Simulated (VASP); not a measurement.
Input of a VASP 6.6.1 run:

The input INCAR:

```
  PREC = Accurate
  ENCUT = 600
  EDIFF = 1E-7
  ISMEAR = 0
  SIGMA = 0.03
  LREAL = False
  LASPH = True
  NELM = 80
  ALGO = Normal
  ISIF = 3
  LWAVE = False
  LCHARG = False
  GGA = PE
  IVDW = 12
  IBRION = 2
  NSW = 90
  EDIFFG = -0.005
  LATTICE_CONSTRAINTS = .TRUE. .TRUE. .FALSE.
  KPAR = 8
```

Contents of KPOINTS:

```
regular mesh
0
Gamma
  12 12 1
```

File POSCAR:

```
WSe2                                    
1.0
    3.2827114328     -0.0000000000      0.0000000000
   -1.6413557164      2.8429114957      0.0000000000
    0.0000000000      0.0000000000     40.8012600000
  Se              W             
     8     4
Direct
     0.3333333300000021    0.6666666699999979    0.2234885271641524
     0.3333333300000021    0.6666666699999979    0.3061742926863502
     0.6666666699999979    0.3333333300000021    0.3801736008893685
     0.6666666699999979    0.3333333300000021    0.4628049602903188
     0.3333333300000021    0.6666666699999979    0.5371950397096809
     0.3333333300000021    0.6666666699999979    0.6198263991106314
     0.6666666699999979    0.3333333300000021    0.6938257073136495
     0.6666666699999979    0.3333333300000021    0.7765114728358478
     0.6666666699999979    0.3333333300000021    0.2648400963400822
     0.3333333300000021    0.6666666699999979    0.4214882142355205
     0.6666666699999979    0.3333333300000021    0.5785117857644794
     0.3333333300000021    0.6666666699999979    0.7351599036599180
```

Potentials or basis: VASP PAW PBE potentials, release 64 (Se, W_sv).

Run with:

```console
$ cat potpaw_PBE.64/Se/POTCAR potpaw_PBE.64/W_sv/POTCAR > POTCAR
$ mpirun -np 8 vasp_std > vasp.out
```

Problem. Estimate the dispersion energy per atom.

Solution. -0.439 eV.

Problem. Predict the band gap on the k mesh.

Solution. 1.02 eV (least direct gap 1.58 eV).

Final structure:
```xyz
12
Lattice="3.2827 0.0000 0.0000 -1.6414 2.8429 0.0000 0.0000 0.0000 40.8013" Properties=species:S:1:pos:R:3 pbc="T T T"
Se    0.0000    1.8953    9.1183
Se    0.0000    1.8953   12.4923
Se    1.6414    0.9476   15.5118
Se    1.6414    0.9476   18.8832
Se    0.0000    1.8953   21.9181
Se    0.0000    1.8953   25.2895
Se    1.6414    0.9476   28.3089
Se    1.6414    0.9476   31.6829
W     1.6414    0.9476   10.8057
W     0.0000    1.8953   17.1974
W     1.6414    0.9476   23.6038
W     0.0000    1.8953   29.9956
```

Caveat: spin-orbit coupling is left out, which moves the levels of the heavy elements.
